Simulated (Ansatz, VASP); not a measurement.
# One calculation of Si4O, two programs

```
CELL_PARAMETERS angstrom
3.83334 0.00000 0.00000
0.00000 3.83334 0.00000
0.00000 0.00000 21.10348
ATOMIC_POSITIONS crystal
Si 0.00000 0.50000 0.18954
Si 0.00000 0.00000 0.25376
Si 0.50000 0.00000 0.32071
Si 0.50000 0.50000 0.38399
O 0.50000 0.87500 0.48824
```

Alike in both runs: task single point; functional PBE; dispersion D3(BJ); k mesh 7 × 7 × 1; occupations gaussian, width 0.05 eV; collinear spin.

```csv
,VASP,Ansatz
version,VASP 6.6.1,Ansatz 0.2.0
potentials or method,"VASP PAW PBE potentials, release 64 (Si, O), cutoff 520 eV","scalar-relativistic, plane waves, PAW"
valence electrons in the cell,22,22
```

```csv
,VASP,Ansatz,Ansatz less VASP
gap on the k mesh at the Fermi level (eV),none,none,-
rms of the force components (eV/Å),0.751,0.723,-0.0285
net moment per atom (μB),0.26,0.24,-0.014
size of the moment on the site where the two differ most (μB),1.13,1.28,+0.151
```

Site moments also hang on the region over which each program counts them. Atom by atom the forces differ by 0.052 eV/Å (rms over components). A gap of «none» marks a metal or a gap that the smearing closes.
